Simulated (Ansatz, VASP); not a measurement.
One calculation of GaAs, two programs

Contents of INCAR:

```
ALGO = Normal
EDIFF = 1E-8
ENCUT = 520
ISIF = 2
ISMEAR = -1
LASPH = T
LCHARG = F
LEFG = T
LREAL = F
LWAVE = F
NBANDS = 16
NELM = 100
PREC = Accurate
SIGMA = 0.05
```

The input KPOINTS:

```
k-points
0
Gamma
  11 11 11
```

POSCAR

```
GaAs
1.0
    0.0000000000      2.7696338872      2.7696338872
    2.7696338872      0.0000000000      2.7696338872
    2.7696338872      2.7696338872      0.0000000000
Ga As
1 1
Direct
    0.0000000000      0.0000000000      0.0000000000
    0.7500000000      0.7500000000      0.7500000000
```

Input for Ansatz:

```yaml
crystal:
  lattice:
    - [0.0, 2.7696338872, 2.7696338872]
    - [2.7696338872, 0.0, 2.7696338872]
    - [2.7696338872, 2.7696338872, 0.0]
  atoms:
    - { symbol: Ga, position: [0.0, 0.0, 0.0] }
    - { symbol: As, position: [0.75, 0.75, 0.75] }
kpoints:
  mp_grid: { grid: [11, 11, 11] }
scf:
  occupations: { method: fermi_dirac, width: 0.05 }
hamiltonian:
  xc: lda
  pseudopotentials: { kind: paw }
output:
  forces: true
  stress: true
  eigenvalues: true
  efg: { contact_densities: true }
```

Change from the starting cell: volume scaled by 0.9405, PAW files.

Alike in both runs: task electric field gradients; functional LDA; k mesh 11 × 11 × 11; occupations fermi-dirac, width 0.05 eV; no spin polarisation.

|  | VASP | Ansatz |
| --- | --- | --- |
| version | VASP 6.6.1 | Ansatz 0.2.0 |
| potentials or method | VASP PAW LDA potentials, release 64 (Ga_d, As) | PAW with Ansatz's default frozen-core files, scalar-relativistic |
| plane-wave cutoff (eV) | 520 | 420 |
| valence electrons in the cell | 18 | 28 |

Ansatz gave:

```
pressure (GPa) : 2.8
```

Q: What did VASP give for the same quantities?

A: Pressure (GPa): 3.1.

LDA's correlation is that of Perdew and Zunger in VASP and of Perdew and Wang (1992) in Ansatz. VASP's potentials hold 18 valence electrons a cell and Ansatz's 28, so a difference there can come from the potentials and not from the codes.
